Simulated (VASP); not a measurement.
# KCl3 (I4/mmm) in VASP: single point with PBEsol

Aim: the single point of KCl3 with PBEsol.

Everything below comes from runs of VASP 6.6.1. Logs are shortened: lines on timing, memory, paths and dates and some standing lists are left out, and cuts for length are marked.

## Step 1: The cell of the first run

It takes space group I4/mmm (No. 139, tetragonal). The conventional cell has a = 3.878 Å, b = 3.878 Å, c = 14.273 Å, α = 90.00°, β = 90.00°, γ = 90.00°. K (site symmetry 4/mmm) has 4 Cl at 2.74 Å within 3.6 Å. Within 3.6 Å of Cl (site symmetry -4m2) lie 4 Cl at 2.74 Å. Within 3.6 Å of Cl (site symmetry 4/mmm) lie 4 K at 2.74 Å.

## Step 2: Single point, PBEsol (strained)

Contents of INCAR:

```
SYSTEM = KCl3
ALGO = Normal
EDIFF = 1E-6
ENCUT = 520
GGA = PS
ISIF = 2
ISMEAR = 0
LASPH = .TRUE.
LCHARG = .FALSE.
LREAL = .FALSE.
LWAVE = .FALSE.
NBANDS = 23
NELM = 60
PREC = Accurate
SIGMA = 0.1
```

Contents of KPOINTS:

```
k-points
0
G
  14 14 14
  0 0 0
```

Contents of POSCAR:

```
KCl3
1.0
   -1.9387991427      1.9387991427      7.1365008714
    1.9387991427     -1.9387991427      7.1365008714
    1.9387991427      1.9387991427     -7.1365008714
K Cl
1 3
Direct
    0.0000000000      0.0000000000      0.0000000000
    0.7500000000      0.2500000000      0.5000000000
    0.2500000000      0.7500000000      0.5000000000
    0.5000000000      0.5000000000      0.0000000000
```

Potentials or basis: VASP PAW PBE potentials, release 64 (K_sv, Cl).

Launch:

```
$ cat potpaw_PBE.64/K_sv/POTCAR potpaw_PBE.64/Cl/POTCAR > POTCAR
$ mpirun -np 1 vasp_std > vasp.out
```

OUTCAR:

```text
SYSTEM = KCl3
   EDIFF = 1E-6
   ENCUT = 520
   GGA = PS
   ISIF = 2
   ISMEAR = 0
   LASPH = .TRUE.
   LREAL = .FALSE.
   NELM = 60
   PREC = Accurate

 ion  position               nearest neighbor table
   1  0.000  0.000  0.000-   4 2.74   4 2.74   4 2.74   4 2.74
   2  0.750  0.250  0.500-
   3  0.250  0.750  0.500-
   4  0.500  0.500  0.000-   1 2.74   1 2.74   1 2.74   1 2.74

  LATTYP: Found a body centered tetragonal cell.
 ALAT       =     3.8775982854
 C/A-ratio  =     3.6808871606

  Lattice vectors:

 A1 = (  -1.9387991427,   1.9387991427,   7.1365008714)
 A2 = (   1.9387991427,  -1.9387991427,   7.1365008714)
 A3 = (   1.9387991427,   1.9387991427,  -7.1365008714)

Analysis of symmetry for initial positions (statically):
=====================================================================
 Subroutine PRICEL returns:
 Original cell was already a primitive cell.

 Routine SETGRP: Setting up the symmetry group for a
 body centered tetragonal supercell.

 Subroutine GETGRP returns: Found 16 space group operations
 (whereof 16 operations were pure point group operations)
 out of a pool of 16 trial point group operations.

The static configuration has the point symmetry D_4h.

Analysis of symmetry for dynamics (positions and initial velocities):
=====================================================================
 Subroutine PRICEL returns:
 Original cell was already a primitive cell.

 Routine SETGRP: Setting up the symmetry group for a
 body centered tetragonal supercell.

 Subroutine GETGRP returns: Found 16 space group operations
 (whereof 16 operations were pure point group operations)
 out of a pool of 16 trial point group operations.

The dynamic configuration has the point symmetry D_4h.

 Subroutine INISYM returns: Found 16 space group operations
 (whereof 16 operations are pure point group operations),
 and found     1 'primitive' translations

----------------------------------------------------------------------------------------

                                     Primitive cell

  volume of cell :     107.3028

  direct lattice vectors                    reciprocal lattice vectors
    -1.938799143  1.938799143  7.136500871     0.000000000  0.257891593  0.070062347
     1.938799143 -1.938799143  7.136500871     0.257891593  0.000000000  0.070062347
     1.938799143  1.938799143 -7.136500871     0.257891593  0.257891593  0.000000000

  length of vectors
     7.645098359  7.645098359  7.645098359     0.267239231  0.267239231  0.364713789

  position of ions in fractional coordinates (direct lattice)
     0.000000000  0.000000000  0.000000000
     0.750000000  0.250000000  0.500000000
     0.250000000  0.750000000  0.500000000
     0.500000000  0.500000000  0.000000000

  ion indices of the primitive-cell ions
   primitive index   ion index
                 1           1
                 2           2
                 3           3
                 4           4

----------------------------------------------------------------------------------------

 KPOINTS: k-points

Automatic generation of k-mesh.
 Grid dimensions read from file:
 generate k-points for:   14   14   14

 Generating k-lattice:

  Cartesian coordinates                     Fractional coordinates (reciprocal lattice)
     0.000000000  0.018420828  0.005004453     0.071428571  0.000000000  0.000000000
     0.018420828  0.000000000  0.005004453     0.000000000  0.071428571  0.000000000
     0.018420828  0.018420828  0.000000000     0.000000000  0.000000000  0.071428571

  Length of vectors
     0.019088516  0.019088516  0.026050985

  Shift w.r.t. Gamma in fractional coordinates (k-lattice)
     0.000000000  0.000000000  0.000000000

 Subroutine IBZKPT returns following result:
 ===========================================

 Found    244 irreducible k-points:

 Following reciprocal coordinates:
            Coordinates               Weight
  0.000000  0.000000  0.000000      1.000000
  0.071429  0.000000  0.000000      8.000000
  0.142857 -0.000000  0.000000      8.000000
  0.214286  0.000000  0.000000      8.000000
  0.285714 -0.000000  0.000000      8.000000
  0.357143  0.000000 -0.000000      8.000000
[... 16 lines left out ...]
  0.214286  0.142857 -0.000000     16.000000
  0.285714  0.142857  0.000000     16.000000
 [... further k-points ...]
   k-points           NKPTS =    244   k-points in BZ     NKDIM =    244   number of bands    NBANDS=     23
   number of dos      NEDOS =    301   number of ions     NIONS =      4
   total plane-waves  NPLWV = 216000
   dimension x,y,z NGX =    60 NGY =   60 NGZ =   60
   dimension x,y,z NGXF=   120 NGYF=  120 NGZF=  120
   ions per type =               1   3
   NGX,Y,Z   is equivalent  to a cutoff of  13.05, 13.05, 13.05 a.u.
   NGXF,Y,Z  is equivalent  to a cutoff of  26.09, 26.09, 26.09 a.u.
 SYSTEM =  KCl3
   PREC   = accura    normal or accurate (medium, high low for compatibility)
   ISTART =      0    job   : 0-new  1-cont  2-samecut
   ICHARG =      2    charge: 1-file 2-atom 10-const
   ISPIN  =      1    spin polarized calculation?
   LNONCOLLINEAR =      F non collinear calculations
   LSORBIT =      F    spin-orbit coupling
   LASPH  =      T    aspherical Exc in radial PAW
   ENCUT  =  520.0 eV  38.22 Ry    6.18 a.u.  14.21 14.21 14.21*2*pi/ulx,y,z
   NELM   =     60;   NELMIN=  2; NELMDL= -5     # of ELM steps
   EDIFF  = 0.1E-05   stopping-criterion for ELM
   LREAL  =      F    real-space projection
   EDIFFG = 0.1E-04   stopping-criterion for IOM
   NSW    =      0    number of steps for IOM
   IBRION =     -1    ionic relax: 0-MD 1-quasi-New 2-CG
   NFREE  =      0    steps in history (QN), initial steepest desc. (CG)
   ISIF   =      2    stress and relaxation
   ISYM   =      2    0-nonsym 1-usesym 2-fastsym
   POTIM  = 0.5000    time-step for ionic-motion
   TEBEG  =    0.0;   TEEND  =   0.0 temperature during run
   PSTRESS=    0.0 pullay stress
   NELECT =      30.0000    total number of electrons
   NUPDOWN=      -1.0000    fix difference up-down
   EMIN   =  10.00;   EMAX   =-10.00  energy-range for DOS
   EFERMI =   0.00;   METHOD = LEGACY
   ISMEAR =     0;   SIGMA  =   0.10  broadening in eV -4-tet -1-fermi 0-gaus
   EFERMI_NEDOS =   21; number of points for ismear=-14 and -15
   IALGO  =     38    algorithm
   IMIX   =      4    mixing-type and parameters
     AMIX     =   0.40;   BMIX     =  1.00
     AMIX_MAG =   1.60;   BMIX_MAG =  1.00
  volume/ion in A,a.u.               =      26.83       181.03
  Fermi-wavevector in a.u.,A,eV,Ry     =   1.070479  2.022913 15.591268  1.145926
  Thomas-Fermi vector in A             =   2.206191
   LORBIT       =      0    0 simple, 1 ext, 2 COOP (PROOUT), +10 PAW based schemes
   GGA     = PS    functional components
   LHFCALC =     F    Hartree Fock is set to
   AEXX    =    0.0000 exact exchange contribution
   IVDW    =     0    specifies the selected vdW correction
   LEPSILON=     F    determine dielectric tensor
   LRPA    =     F    only Hartree local field effects (RPA)
 non-spin polarized calculation
 Gauss-broadening in eV      SIGMA  =   0.10
  energy-cutoff  :      520.00
  volume of cell :      107.30
 maximum number of plane-waves:      2910
 NGX is ok and might be reduce to    60
   NGX = 29   NGY = 29   NGZ = 29

 number of electron      30.0000002 magnetization

 Free energy of the ion-electron system (eV)
  ---------------------------------------------------
  ext. energy  EPLUGINS =         0.00000000
  ---------------------------------------------------
  free energy    TOTEN  =        -9.65936455 eV

  energy without entropy =       -9.64681024  energy(sigma->0) =       -9.65308740

 E-fermi :  -0.4631     XC(G=0):  -8.3333

 val. band max:       -0.4948614919   @ k =  -0.3571   0.4286   0.2857
 cond. band min:      -0.4517805937   @ k =   0.0714   0.0000   0.0000
 fundamental gap:      0.0430808983
 Fermi energy:        -0.4631315783

 k-point     1 :       0.0000    0.0000    0.0000
  band No.  band energies     occupation
      1     -27.2276      2.00000
      2     -15.9819      2.00000
      3     -13.1753      2.00000
      4     -12.8483      2.00000
      5     -10.9003      2.00000
      6     -10.8292      2.00000
[... 15 lines left out ...]
     22       9.7146      0.00000
     23       9.7146      0.00000

 k-point     2 :       0.0714    0.0000    0.0000
  band No.  band energies     occupation
      1     -27.2261      2.00000
      2     -15.9534      2.00000
      3     -13.2198      2.00000
      4     -12.8863      2.00000
      5     -10.8979      2.00000
      6     -10.8244      2.00000
[... 15 lines left out ...]
     22       9.5649      0.00000
     23       9.7302      0.00000

 k-point     3 :       0.1429   -0.0000    0.0000
  band No.  band energies     occupation
      1     -27.2221      2.00000
      2     -15.8687      2.00000
      3     -13.3494      2.00000
      4     -12.9858      2.00000
      5     -10.8912      2.00000
      6     -10.8110      2.00000
[... 15 lines left out ...]
     22       9.6480      0.00000
     23       9.7778      0.00000

 k-point     4 :       0.2143    0.0000    0.0000
  band No.  band energies     occupation
      1     -27.2163      2.00000
      2     -15.7299      2.00000
      3     -13.5522      2.00000
      4     -13.1152      2.00000
      5     -10.8814      2.00000
      6     -10.7914      2.00000
[... 15 lines left out ...]
     22       9.6229      0.00000
     23       9.8912      0.00000

 k-point     5 :       0.2857   -0.0000    0.0000
  band No.  band energies     occupation
      1     -27.2099      2.00000
      2     -15.5407      2.00000
      3     -13.8115      2.00000
      4     -13.2442      2.00000
      5     -10.8705      2.00000
      6     -10.7695      2.00000
[... 15 lines left out ...]
     22       9.4654      0.00000
     23      10.0584      0.00000

 k-point     6 :       0.3571    0.0000   -0.0000
  band No.  band energies     occupation
      1     -27.2040      2.00000
      2     -15.3066      2.00000
      3     -14.1079      2.00000
      4     -13.3505      2.00000
      5     -10.8606      2.00000
      6     -10.7495      2.00000
[... 15 lines left out ...]
     22       9.7342      0.00000
     23      10.2684      0.00000

 k-point     7 :       0.4286    0.0000    0.0000
  band No.  band energies     occupation
      1     -27.2000      2.00000
      2     -15.0351      2.00000
      3     -14.4220      2.00000
      4     -13.4197      2.00000
      5     -10.8537      2.00000
      6     -10.7356      2.00000
[... 353 lines left out ...]
     22       9.5991      0.00000
     23       9.6730      0.00000

 k-point    21 :      -0.0714    0.0714    0.0000
  band No.  band energies     occupation
      1     -27.2247      2.00000
      2     -15.9253      2.00000
      3     -13.2621      2.00000
      4     -12.9185      2.00000
      5     -10.8958      2.00000
      6     -10.8451      2.00000
[... 15 lines left out ...]
     22       9.6475      0.00000
     23       9.6816      0.00000

 k-point    22 :       0.1429    0.1429    0.0000
  band No.  band energies     occupation
      1     -27.2169      2.00000
      2     -15.7607      2.00000
      3     -13.4904      2.00000
      4     -13.0566      2.00000
      5     -10.8896      2.00000
      6     -10.8820      2.00000
[... 15 lines left out ...]
     22       9.3001      0.00000
     23       9.4854      0.00000

 k-point    23 :       0.2143    0.1429   -0.0000
  band No.  band energies     occupation
      1     -27.2114      2.00000
      2     -15.6286      2.00000
      3     -13.6584      2.00000
      4     -13.1306      2.00000
      5     -10.9017      2.00000
      6     -10.8728      2.00000
[... 15 lines left out ...]
     22       9.1129      0.00000
     23       9.6734      0.00000

 k-point    24 :       0.2857    0.1429    0.0000
  band No.  band energies     occupation
      1     -27.2052      2.00000
      2     -15.4494      2.00000
      3     -13.8785      2.00000
      4     -13.2110      2.00000
      5     -10.8859      2.00000
      6     -10.8626      2.00000
[... 15 lines left out ...]
     22       9.1331      0.00000
     23      10.0770      0.00000

 [... further k-points ...]

------------------------ aborting loop because EDIFF is reached ----------------------------------------

  FORCE on cell =-STRESS in cart. coord.  units (eV):
  Direction    XX          YY          ZZ          XY          YZ          ZX
  --------------------------------------------------------------------------------------
  -------------------------------------------------------------------------------------
  Total        1.8986619      1.8986619     -0.0987489      0.0000000      0.0000000      0.0000000
  in kB       28.3496211     28.3496211     -1.4744563      0.0000000      0.0000000      0.0000000
  external PRESSURE =      18.4082620 kB  Pullay stress =       0.0000000 kB

 VOLUME and BASIS-vectors are now :
 -----------------------------------------------------------------------------
  energy-cutoff  :      520.00
  volume of cell :      107.30
      direct lattice vectors                 reciprocal lattice vectors
    -1.938799143  1.938799143  7.136500871     0.000000000  0.257891593  0.070062347
     1.938799143 -1.938799143  7.136500871     0.257891593  0.000000000  0.070062347
     1.938799143  1.938799143 -7.136500871     0.257891593  0.257891593  0.000000000

 POSITION                                       TOTAL-FORCE (eV/Angst)
 -----------------------------------------------------------------------------------
      0.00000      0.00000      0.00000        -0.000000      0.000000     -0.000000
     -0.00000      1.93880      3.56825         0.000000     -0.000000     -0.000000
      1.93880     -0.00000      3.56825         0.000000     -0.000000      0.000000
      0.00000      0.00000      7.13650        -0.000000      0.000000     -0.000000
 -----------------------------------------------------------------------------------
    total drift:                               -0.000000      0.000000      0.000000

  FREE ENERGIE OF THE ION-ELECTRON SYSTEM (eV)
  ---------------------------------------------------
  free  energy   TOTEN  =        -9.6593645503 eV

  energy  without entropy=       -9.6468102440  energy(sigma->0) =       -9.65308740
```

It took 28 min on 1 thread of Intel Xeon Platinum 8488C (Sapphire Rapids), shared host; peak memory 0.84 GiB.

Results:

```yaml
Free_energy: -9.6594 eV
Pressure: 1.8 GPa
Band_gap_on_the_k_mesh: zero (band 15 reaches 0.85 eV, above the bottom of band 16 at -0.92 eV)
```

Stress tensor (GPa, compression positive):
```
 2.83  0.00  0.00
 0.00  2.83  0.00
 0.00  0.00 -0.15
```

Levels at points of the mesh, in eV from the Fermi level:
| k point | band 12 | band 13 | band 14 | band 15 | band 16 | band 17 | band 18 | band 19 |
| --- | --- | --- | --- | --- | --- | --- | --- | --- |
| (0.00, 0.00, 0.00) | -0.31 | 0.05 | 0.05 | 0.59 | 0.59 | 5.65 | 6.70 | 7.06 |
| (0.50, 0.00, 0.00) | -2.10 | -1.91 | -1.39 | -0.66 | -0.41 | 8.05 | 8.13 | 8.94 |
| (0.50, 0.50, 0.00) | -0.39 | -0.32 | -0.27 | 1.32 | 1.32 | 7.33 | 7.40 | 8.00 |
| (0.50, 0.50, 0.50) | -0.58 | 0.06 | 0.06 | 0.59 | 0.59 | 6.61 | 6.90 | 7.42 |

Caveat: the cell differs from its parent crystal (strained); the PAW data sets were made with another functional, which shifts forces and pressure a little.
